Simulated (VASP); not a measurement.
Set up this calculation in VASP 6.6.1, as the native input.

* Task: single point
* Functional: PBE
* Dispersion: D3(BJ)
* Potentials or basis: VASP PAW PBE potentials, release 64 (Sn_d, O)
* Cutoff: 520 eV
* k mesh: 12 × 12 × 10
* Occupations: gaussian, width 0.15 eV
* Spin: no spin polarisation
* Dipole correction: no
* Further INCAR settings: ALGO = Normal; EDIFF = 1e-06; NBANDS = 28

The structure of SnO lies in POSCAR:

```
SnO
1.0
    3.8020000000      0.0000000000      0.0000000000
    0.0000000000      3.8020000000      0.0000000000
    0.0000000000      0.0000000000      4.8360000000
Sn O
2 2
Direct
    0.0000000000      0.5000000000      0.2385000000
    0.5000000000      0.0000000000      0.7615000000
    0.0000000000      0.0000000000      0.0000000000
    0.5000000000      0.5000000000      0.0000000000
```

These files were run (other wordings do the same):

INCAR

```
ALGO = Normal
EDIFF = 1E-6
ENCUT = 520
GGA = PE
ISIF = 2
ISMEAR = 0
IVDW = 12
LASPH = True
LCHARG = True
LELF = True
LREAL = False
LVHAR = True
LWAVE = False
NBANDS = 28
NELM = 100
PREC = Accurate
SIGMA = 0.15
```

KPOINTS

```
k-points
0
Gamma
  12 12 10
```

Potentials or basis: VASP PAW PBE potentials, release 64 (Sn_d, O).

Run with:

```console
$ cat potpaw_PBE.64/Sn_d/POTCAR potpaw_PBE.64/O/POTCAR > POTCAR
$ mpirun -np 1 vasp_std > vasp.out
```

It gave:

The pressure is 2.3 GPa and the largest force is 0.452 eV/Å. The dispersion energy per atom is -0.235 eV.

It took 3.4 min on 1 thread of Intel(R) Xeon(R) Platinum 8488C (Sapphire Rapids) (shared host), peak memory 0.38 GiB.
